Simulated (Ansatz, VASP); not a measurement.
## MgS: VASP beside Ansatz

```
CELL_PARAMETERS angstrom
0.00000 2.60152 2.60152
2.60152 0.00000 2.60152
2.60152 2.60152 0.00000
ATOMIC_POSITIONS crystal
Mg 0.00000 0.00000 0.00000
S 0.50000 0.50000 0.50000
```

Alike in both runs: task single point; functional PBEsol; k mesh 6 × 6 × 6; no spin polarisation.

|  | VASP | Ansatz |
| --- | --- | --- |
| version | VASP 6.6.1 | Ansatz 0.2.0 |
| potentials or method | VASP PAW PBE potentials, release 64 (Mg, S) | plane waves |
| plane-wave cutoff (eV) | 520 | 420 |
| occupations | gaussian, width 0.01 eV | fixed |
| valence electrons in the cell | 8 | 16 |

Ansatz gave:

| Quantity | Value |
| --- | --- |
| gap on the k mesh at the Fermi level (eV) | 2.70 |
| pressure (GPa) | -0.9 |

Q: Which values does VASP return?

A: gap on the k mesh at the Fermi level (eV): 2.70; pressure (GPa): -1.1.

VASP's potentials were made for PBE, not for PBEsol. VASP's potentials hold 8 valence electrons a cell and Ansatz's 16, so a difference there can come from the potentials and not from the codes.
